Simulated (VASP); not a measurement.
Wanted: the native input for a VASP 6.6.1 run.

```yaml
Task: single point
Functional: LDA
Potentials_or_basis: VASP PAW LDA potentials, release 64 (C)
Cutoff: 520 eV
k_mesh: 8 × 8 × 8
Occupations: gaussian, width 0.1 eV
Spin: no spin polarisation
Dipole_correction: no
Further_INCAR_settings: ALGO = Normal; EDIFF = 1e-06; NBANDS = 11
```

The structure of C lies in POSCAR:

```
C
1.0
    0.0000000000      1.7834000000      1.7834000000
    1.7834000000      0.0000000000      1.7834000000
    1.7834000000      1.7834000000      0.0000000000
C
2
Direct
    0.5000000000      0.5000000000      0.5000000000
    0.7500000000      0.7500000000      0.7500000000
```

One way to write it, as run:

INCAR

```
SYSTEM = C
  ALGO = Normal
  EDIFF = 1E-6
  ENCUT = 520
  GGA = CA
  ISIF = 2
  ISMEAR = 0
  LASPH = .True.
  LCHARG = .True.
  LELF = .True.
  LREAL = .False.
  LVHAR = .True.
  LWAVE = .False.
  NBANDS = 11
  NELM = 80
  PREC = Accurate
  SIGMA = 0.1
```

KPOINTS

```
k-points
0
Gamma
  8 8 8
  0 0 0
```

Potentials or basis: VASP PAW LDA potentials, release 64 (C).

Run with:

```console
$ cat potpaw_LDA.64/C/POTCAR > POTCAR
$ mpirun -np 1 vasp_std > vasp.out
```

It gave:

| Quantity | Value |
| --- | --- |
| Pressure | -11.7 GPa |
| Band gap on the k mesh | 4.10 eV, indirect (least direct gap 5.54 eV) |

Run time: 6.8 s on 1 thread of AMD EPYC 7R13, on a shared host, peak memory 0.08 GiB.
